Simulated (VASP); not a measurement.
Runs of VASP 6.6.1 on N. The structure is that of space group P6_3/mmc (No. 194), or close to it. The cells are those of the table. 

```csv
task,cell,gap on the mesh (eV),pressure (GPa),largest force (eV/Å)
electric field gradients,"a = 2.520, b = 2.541, c = 2.446 Å, angles 90.0, 90.0, 120.9°, 2 atoms",none,6.5,0.22
electric field gradients,"a = 2.519, b = 2.519, c = 2.446 Å, angles 90.0, 90.0, 120.0°, 2 atoms",none,6.3,0.29
electric field gradients,"a = 2.545, b = 2.545, c = 2.397 Å, angles 90.0, 90.0, 120.0°, 2 atoms",none,(b),-
single point,"a = 2.519, b = 2.519, c = 2.446 Å, angles 90.0, 90.0, 120.0°, 2 atoms",none,(a),0.29
```

Alike in all rows: level r2SCAN; potentials or basis VASP PAW PBE potentials, release 64 (N); no spin polarisation; k mesh 16 × 16 × 15; cutoff (eV) 520; smearing fermi-dirac 0.05 eV.

Q: Estimate the missing entries.

A: (a) 6.4; (b) 8.5.

Caveats: the PAW data sets were made with another functional, which shifts forces and pressure a little.

A gap of «none» marks levels without a gap at the run's occupations.
